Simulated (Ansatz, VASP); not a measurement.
## One calculation of Pt, two programs

```xyz
1
Lattice="2.6344 0.0000 0.0000 0.0000 2.6344 0.0000 0.0000 0.0000 2.6141" Properties=species:S:1:pos:R:3 pbc="T T T"
Pt    0.0000    0.0000    0.0000
```

Alike in both runs: functional PBE; k mesh 6 × 6 × 8; occupations gaussian, width 0.1 eV; no spin polarisation.

Ansatz relaxed the structure, and its values are those at the end. VASP's run is a single point on that final structure, the one shown.

```csv
,VASP,Ansatz
version,VASP 6.6.1,Ansatz 0.2.0
potentials or method,"VASP PAW PBE potentials, release 64 (Pt), cutoff 520 eV","scalar-relativistic, plane waves, PAW"
valence electrons in the cell,10,18
```

```tsv
	VASP	Ansatz	Ansatz less VASP
gap on the k mesh at the Fermi level (eV)	none	none	-
pressure (GPa)	-0.5	0.0	+0.47
```

A gap of «none» marks a metal or a gap that the smearing closes. The functional is the same, so the differences come from potentials, cutoffs and numerics. VASP's potentials hold 10 valence electrons a cell and Ansatz's 18, so a difference there can come from the potentials and not from the codes.

The k mesh is coarse, so the values compare programs but aren't converged. Spin-orbit coupling is off throughout.
